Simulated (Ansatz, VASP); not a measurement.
# One calculation of Ir, two programs

The input INCAR:

```
PREC     = Accurate       # precision mode
ENCUT    = 500            # plane-wave cutoff, eV
EDIFF    = 1E-6           # SCF threshold, eV
ISMEAR   = -1             # smearing method
SIGMA    = 0.1            # smearing width, eV
LREAL    = False          # projectors in reciprocal space
LASPH    = True           # aspherical terms in the spheres
NELM     = 120            # most SCF steps
ALGO     = Normal         # electronic algorithm
ISIF     = 2              # what is computed and relaxed
LWAVE    = False          # write WAVECAR
LCHARG   = False          # write CHGCAR
GGA      = CA             # functional
NBANDS   = 10             # bands
GGA_COMPAT= False
```

KPOINTS

```
regular mesh
0
Gamma
  15 15 15
```

File POSCAR:

```
Ir
1.0
    2.5268085999      0.0000000000      0.0000000000
    0.0000000000      2.5268085999      0.0000000000
    0.0000000000      0.0000000000      2.5268085999
Ir
1
Direct
    0.0000000000      0.0000000000      0.0000000000
```

Input for Ansatz:

```yaml
crystal:
  lattice:
    - [2.5268085999, 0.0, 0.0]
    - [0.0, 2.5268085999, 0.0]
    - [0.0, 0.0, 2.5268085999]
  atoms:
    - { symbol: Ir, position: [0.0, 0.0, 0.0] }
kpoints:
  mp_grid: { grid: [15, 15, 15] }
scf:
  occupations: { method: fermi_dirac, width: 0.1 }
hamiltonian:
  xc: lda
  pseudopotentials: { kind: all_electron, datasets: crystal }
output:
  forces: true
  stress: true
  eigenvalues: true
```

Change from the starting cell: volume scaled by 1, crystal datasets.

Alike in both runs: task single point; functional LDA; k mesh 15 × 15 × 15; occupations fermi-dirac, width 0.1 eV; no spin polarisation.

|  | VASP | Ansatz |
| --- | --- | --- |
| version | VASP 6.6.1 | Ansatz 0.2.0 |
| potentials or method | VASP PAW LDA potentials, release 64 (Ir), cutoff 500 eV | all-electron PAW with datasets made for the crystal, scalar-relativistic |

Ansatz gave:

* pressure (GPa): 0.0

Problem. Which values does VASP return?

Solution. Pressure (GPa): 1.4.

LDA's correlation is that of Perdew and Zunger in VASP and of Perdew and Wang (1992) in Ansatz. Ansatz ran all-electron here, and VASP with PAW potentials.

Neither program's run includes spin-orbit coupling.
